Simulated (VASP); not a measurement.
# C (P6/mmm) in VASP: relaxation of cell and atoms with r2SCAN

Aim: the relaxation of cell and atoms of C with r2SCAN.

Program: VASP 6.6.1. These are calculated values, not measurements. Logs are shortened: lines on timing, memory, paths and dates and some standing lists are left out, and cuts for length are marked.

## (1) The cell of the first run

It takes space group P6/mmm (No. 191, hexagonal). Conventional cell: a = 2.356 Å, b = 2.356 Å, c = 2.892 Å, α = 90.00°, β = 90.00°, γ = 120.00°. Within 1.8 Å of C (site symmetry -6m2) lie 3 C at 1.36 Å.

## (2) Relaxation of cell and atoms, r2SCAN, target pressure 40 GPa, at which the enthalpy is minimised

Contents of POSCAR:

```
C
1.0
    2.3564353186      0.0000000000      0.0000000000
   -1.1782176593      2.0407328482      0.0000000000
    0.0000000000      0.0000000000      2.8924798363
C
2
Direct
    0.3333333333      0.6666666667      0.0000000000
    0.6666666667      0.3333333333      0.0000000000
```

Contents of INCAR.step1:

```
SYSTEM = C
ALGO = Normal ; EDIFF = 1E-4
ENCUT = 600 ; GGA = PE
ISMEAR = 0 ; LASPH = .TRUE.
LCHARG = .FALSE. ; LREAL = .FALSE.
LWAVE = .TRUE. ; NELM = 60
PREC = Accurate ; SIGMA = 0.1
```

Contents of INCAR.step2:

```
SYSTEM = C
ALGO = Normal ; EDIFF = 1E-6
EDIFFG = -0.008 ; ENCUT = 600
IBRION = 2 ; ISIF = 3
ISMEAR = 0 ; ISTART = 1
LASPH = .TRUE. ; LCHARG = .FALSE.
LMIXTAU = .TRUE. ; LREAL = .FALSE.
LWAVE = .FALSE. ; METAGGA = R2SCAN
NELM = 60 ; NSW = 70
PREC = Accurate ; PSTRESS = 400.0
SIGMA = 0.1
```

Contents of KPOINTS:

```
k-points
0
G
  24 24 14
  0 0 0
```

Potentials or basis: VASP PAW PBE potentials, release 64 (C).

Command:

```
$ cat potpaw_PBE.64/C/POTCAR > POTCAR
$ cp INCAR.step1 INCAR
$ mpirun -np 1 vasp_std > vasp.out
$ cp INCAR.step2 INCAR
$ mpirun -np 1 vasp_std > vasp.out
```

OUTCAR:

```text
SYSTEM = C
   EDIFF = 1E-6
   EDIFFG = -0.008
   ENCUT = 600
   IBRION = 2
   ISIF = 3
   ISMEAR = 0
   ISTART = 1
   LASPH = .TRUE.
   LREAL = .FALSE.
   METAGGA = R2SCAN
   NELM = 60
   NSW = 70
   PREC = Accurate
   PSTRESS = 400.0

 ion  position               nearest neighbor table
   1  0.333  0.667  0.000-   2 1.36   2 1.36   2 1.36
   2  0.667  0.333  0.000-   1 1.36   1 1.36   1 1.36

  LATTYP: Found a hexagonal cell.
 ALAT       =     2.3564353186
 C/A-ratio  =     1.2274811082

  Lattice vectors:

 A1 = (   2.3564353186,   0.0000000000,   0.0000000000)
 A2 = (  -1.1782176593,   2.0407328482,   0.0000000000)
 A3 = (   0.0000000000,   0.0000000000,   2.8924798363)

Analysis of symmetry for initial positions (statically):
=====================================================================
 Subroutine PRICEL returns:
 Original cell was already a primitive cell.

 Routine SETGRP: Setting up the symmetry group for a
 hexagonal supercell.

 Subroutine GETGRP returns: Found 24 space group operations
 (whereof 24 operations were pure point group operations)
 out of a pool of 24 trial point group operations.

The static configuration has the point symmetry D_6h.

Analysis of symmetry for dynamics (positions and initial velocities):
=====================================================================
 Subroutine PRICEL returns:
 Original cell was already a primitive cell.

 Routine SETGRP: Setting up the symmetry group for a
 hexagonal supercell.

 Subroutine GETGRP returns: Found 24 space group operations
 (whereof 24 operations were pure point group operations)
 out of a pool of 24 trial point group operations.

The dynamic configuration has the point symmetry D_6h.

 Subroutine INISYM returns: Found 24 space group operations
 (whereof 24 operations are pure point group operations),
 and found     1 'primitive' translations

----------------------------------------------------------------------------------------

                                     Primitive cell

  volume of cell :      13.9095

  direct lattice vectors                    reciprocal lattice vectors
     2.356435319  0.000000000  0.000000000     0.424369806  0.245010022  0.000000000
    -1.178217659  2.040732848  0.000000000     0.000000000  0.490020044  0.000000000
     0.000000000  0.000000000  2.892479836     0.000000000  0.000000000  0.345724104

  length of vectors
     2.356435319  2.356435319  2.892479836     0.490020044  0.490020044  0.345724104

  position of ions in fractional coordinates (direct lattice)
     0.333333333  0.666666667  0.000000000
     0.666666667  0.333333333  0.000000000

  ion indices of the primitive-cell ions
   primitive index   ion index
                 1           1
                 2           2

----------------------------------------------------------------------------------------

 KPOINTS: k-points

Automatic generation of k-mesh.
 Grid dimensions read from file:
 generate k-points for:   24   24   14

 Generating k-lattice:

  Cartesian coordinates                     Fractional coordinates (reciprocal lattice)
     0.017682075  0.010208751  0.000000000     0.041666667  0.000000000  0.000000000
     0.000000000  0.020417502  0.000000000     0.000000000  0.041666667  0.000000000
     0.000000000  0.000000000  0.024694579     0.000000000  0.000000000  0.071428571

  Length of vectors
     0.020417502  0.020417502  0.024694579

  Shift w.r.t. Gamma in fractional coordinates (k-lattice)
     0.000000000  0.000000000  0.000000000

 Subroutine IBZKPT returns following result:
 ===========================================

 Found    488 irreducible k-points:

 Following reciprocal coordinates:
            Coordinates               Weight
  0.000000  0.000000  0.000000      1.000000
  0.041667 -0.000000  0.000000      6.000000
  0.083333  0.000000  0.000000      6.000000
  0.125000 -0.000000  0.000000      6.000000
  0.166667 -0.000000  0.000000      6.000000
  0.208333 -0.000000  0.000000      6.000000
[... 16 lines left out ...]
  0.416667  0.041667  0.000000     12.000000
  0.458333  0.041667  0.000000     12.000000
 [... further k-points ...]
   k-points           NKPTS =    488   k-points in BZ     NKDIM =    488   number of bands    NBANDS=      8
   number of dos      NEDOS =    301   number of ions     NIONS =      2
   total plane-waves  NPLWV =   9600
   dimension x,y,z NGX =    20 NGY =   20 NGZ =   24
   dimension x,y,z NGXF=    40 NGYF=   40 NGZF=   48
   ions per type =               2
   NGX,Y,Z   is equivalent  to a cutoff of  14.11, 14.11, 13.79 a.u.
   NGXF,Y,Z  is equivalent  to a cutoff of  28.22, 28.22, 27.59 a.u.
 SYSTEM =  C
   PREC   = accura    normal or accurate (medium, high low for compatibility)
   ISTART =      1    job   : 0-new  1-cont  2-samecut
   ICHARG =      0    charge: 1-file 2-atom 10-const
   ISPIN  =      1    spin polarized calculation?
   LNONCOLLINEAR =      F non collinear calculations
   LSORBIT =      F    spin-orbit coupling
   LASPH  =      T    aspherical Exc in radial PAW
   ENCUT  =  600.0 eV  44.10 Ry    6.64 a.u.   4.71  4.71  5.78*2*pi/ulx,y,z
   NELM   =     60;   NELMIN=  2; NELMDL=  0     # of ELM steps
   EDIFF  = 0.1E-05   stopping-criterion for ELM
   LREAL  =      F    real-space projection
   EDIFFG = -.8E-02   stopping-criterion for IOM
   NSW    =     70    number of steps for IOM
   IBRION =      2    ionic relax: 0-MD 1-quasi-New 2-CG
   NFREE  =      1    steps in history (QN), initial steepest desc. (CG)
   ISIF   =      3    stress and relaxation
   ISYM   =      2    0-nonsym 1-usesym 2-fastsym
   POTIM  = 0.5000    time-step for ionic-motion
   TEBEG  =    0.0;   TEEND  =   0.0 temperature during run
   PSTRESS=  400.0 pullay stress
   NELECT =       8.0000    total number of electrons
   NUPDOWN=      -1.0000    fix difference up-down
   EMIN   =  10.00;   EMAX   =-10.00  energy-range for DOS
   EFERMI =   0.00;   METHOD = LEGACY
   ISMEAR =     0;   SIGMA  =   0.10  broadening in eV -4-tet -1-fermi 0-gaus
   EFERMI_NEDOS =   21; number of points for ismear=-14 and -15
   IALGO  =     38    algorithm
   IMIX   =      4    mixing-type and parameters
     AMIX     =   0.40;   BMIX     =  1.00
     AMIX_MAG =   1.60;   BMIX_MAG =  1.00
  volume/ion in A,a.u.               =       6.95        46.93
  Fermi-wavevector in a.u.,A,eV,Ry     =   1.361447  2.572762 25.218924  1.853539
  Thomas-Fermi vector in A             =   2.488023
   LORBIT       =      0    0 simple, 1 ext, 2 COOP (PROOUT), +10 PAW based schemes
   METAGGA = R2SCAN    functional components
   LHFCALC =     F    Hartree Fock is set to
   AEXX    =    0.0000 exact exchange contribution
   IVDW    =     0    specifies the selected vdW correction
   LEPSILON=     F    determine dielectric tensor
   LRPA    =     F    only Hartree local field effects (RPA)
 conjugate gradient relaxation of ions
 non-spin polarized calculation
 Gauss-broadening in eV      SIGMA  =   0.10
  energy-cutoff  :      600.00
  volume of cell :       13.91
 maximum number of plane-waves:       480
 NGX is ok and might be reduce to    20
   NGX =  9   NGY =  9   NGZ = 11

--------------------------------------- Ionic step        1  -------------------------------------------

 number of electron       8.0000001 magnetization

 Free energy of the ion-electron system (eV)
  ---------------------------------------------------
  ext. energy  EPLUGINS =         0.00000000
  ---------------------------------------------------
  free energy    TOTEN  =       -19.41534716 eV

  energy without entropy =      -19.41485992  energy(sigma->0) =      -19.41510354

------------------------ aborting loop because EDIFF is reached ----------------------------------------

  FORCE on cell =-STRESS in cart. coord.  units (eV):
  Direction    XX          YY          ZZ          XY          YZ          ZX
  --------------------------------------------------------------------------------------
  -------------------------------------------------------------------------------------
  Total        6.1359590      6.1359590      2.2133677      0.0000000      0.0000000     -0.0000000
  in kB      706.7747273    706.7747272    254.9483083      0.0000000      0.0000000     -0.0000000
  external PRESSURE =     156.1659209 kB  Pullay stress =     400.0000000 kB
[... 93 lines left out ...]
  FREE ENERGIE OF THE ION-ELECTRON SYSTEM (eV)
  ---------------------------------------------------
  free  energy   TOTEN  =       -19.5657864211 eV

  energy  without entropy=      -19.5648420604  energy(sigma->0) =      -19.56531424

  enthalpy is  TOTEN    =       -15.9939053892 eV   P V=        3.5718810319

[... ionic steps 4 to 7 ...]

--------------------------------------- Ionic step        8  -------------------------------------------

 number of electron       8.0000000 magnetization

------------------------ aborting loop because EDIFF is reached ----------------------------------------

  FORCE on cell =-STRESS in cart. coord.  units (eV):
  Direction    XX          YY          ZZ          XY          YZ          ZX
  --------------------------------------------------------------------------------------
  -------------------------------------------------------------------------------------
  Total        3.3420466      3.3420466      3.3726410     -0.0000000     -0.0000000      0.0000000
  in kB      394.7066191    394.7066190    398.3199185     -0.0000000     -0.0000000      0.0000000
  external PRESSURE =      -4.0889478 kB  Pullay stress =     400.0000000 kB
[... 61 lines left out ...]
  enthalpy is  TOTEN    =       -16.0242118441 eV   P V=        3.3810855357

--------------------------------------- Ionic step       10  -------------------------------------------

 number of electron       8.0000000 magnetization

 Free energy of the ion-electron system (eV)
  ---------------------------------------------------
  ext. energy  EPLUGINS =         0.00000000
  ---------------------------------------------------
  free energy    TOTEN  =       -19.40978800 eV

  energy without entropy =      -19.40897132  energy(sigma->0) =      -19.40937966

 E-fermi :   7.2622     XC(G=0): -12.7944

 val. band max:        7.2593760309   @ k =   0.5000  -0.0000   0.4286
 cond. band min:       7.2635327745   @ k =   0.4167   0.1250   0.0000
 fundamental gap:      0.0041567436
 Fermi energy:         7.2621745364

 k-point     1 :       0.0000    0.0000    0.0000
  band No.  band energies     occupation
      1     -14.7539      2.00000
      2       1.6085      2.00000
      3       4.0789      2.00000
      4       4.0789      2.00000
      5      14.4634      0.00000
      6      16.3198      0.00000
      7      16.3198      0.00000
      8      21.7497      0.00000
[... 243 lines left out ...]
 k-point    24 :       0.4583    0.0417    0.0000
  band No.  band energies     occupation
      1      -8.9244      2.00000
      2      -7.4090      2.00000
      3       0.0089      2.00000
      4       6.9412      1.99999
      5      11.8622      0.00000
      6      15.2733      0.00000
      7      20.7490      0.00000
      8      21.6803      0.00000

 [... further k-points ...]

------------------------ aborting loop because EDIFF is reached ----------------------------------------

  FORCE on cell =-STRESS in cart. coord.  units (eV):
  Direction    XX          YY          ZZ          XY          YZ          ZX
  --------------------------------------------------------------------------------------
  -------------------------------------------------------------------------------------
  Total        3.3836443      3.3836443      3.3726606      0.0000000      0.0000000      0.0000000
  in kB      399.7840729    399.7840728    398.4863235      0.0000000      0.0000000      0.0000000
  external PRESSURE =      -0.6485103 kB  Pullay stress =     400.0000000 kB
[... 17 lines left out ...]
  FREE ENERGIE OF THE ION-ELECTRON SYSTEM (eV)
  ---------------------------------------------------
  free  energy   TOTEN  =       -19.4097880037 eV

  energy  without entropy=      -19.4089713233  energy(sigma->0) =      -19.40937966

  enthalpy is  TOTEN    =       -16.0243161425 eV   P V=        3.3854718612

 reached required accuracy - stopping structural energy minimisation
```

Wall time 49 min (1 thread of Oxide Virtual Turin-like, shared host); peak memory 0.14 GiB.

Results:

| Property | Result |
| --- | --- |
| Free energy | -19.4098 eV |
| Relaxed volume | 6.78 Å³/atom |
| Relaxed cell | a = 2.396 Å, b = 2.396 Å, c = 2.728 Å, α = 90.00°, β = 90.00°, γ = 120.00° |
| Space group after relaxing (to 0.1 Å) | P6/mmm (No. 191) |
| Energy change on relaxing (the run minimises the enthalpy) | +2.8 meV/atom |
| Ionic steps | 10 |
| Pressure after relaxing | 39.9 GPa |
| Band gap on the k mesh | zero (bands 4 and 5 overlap by 4.06 eV) |

Step by step:
```tsv
step	energy change (eV)	largest force (eV/Å)	pressure (GPa)	volume (Å³)
1	0.0000	0.0000	55.62	13.91
2	-0.0890	0.0000	-10.76	15.28
3	-0.1504	0.0000	32.48	14.31
4	-0.1457	0.0000	33.53	14.29
5	-0.0716	0.0000	36.64	13.90
6	-0.0124	0.0000	38.96	13.63
7	0.0078	0.0000	39.73	13.55
8	0.0042	0.0000	39.59	13.57
9	0.0100	0.0000	40.92	13.54
10	0.0056	0.0000	39.94	13.56
```

Final structure:
```
C
1.0
     2.39591    0.00000    0.00000
    -1.19795    2.07491    0.00000
     0.00000    0.00000    2.72772
C
2
Direct
  0.33333 0.66667 0.00000
  0.66667 0.33333 0.00000
```

Levels at points of the mesh, in eV from the Fermi level:
| k point | band 2 | band 3 | band 4 | band 5 | band 6 | band 7 |
| --- | --- | --- | --- | --- | --- | --- |
| (0.00, 0.00, 0.00) | -5.65 | -3.18 | -3.18 | 7.20 | 9.06 | 9.06 |
| (0.50, 0.00, 0.00) | -14.92 | -7.10 | -0.30 | 4.55 | 7.80 | 13.92 |
| (0.00, 0.00, 0.50) | -10.76 | -2.95 | -2.95 | 9.57 | 9.57 | 12.56 |
| (0.50, 0.00, 0.50) | -14.12 | -6.78 | -4.54 | -0.18 | 9.37 | 15.12 |

Caveat: the cell is relaxed towards a set pressure, so the run minimises the enthalpy, not the energy; the PAW data sets were made with another functional, which shifts forces and pressure a little.
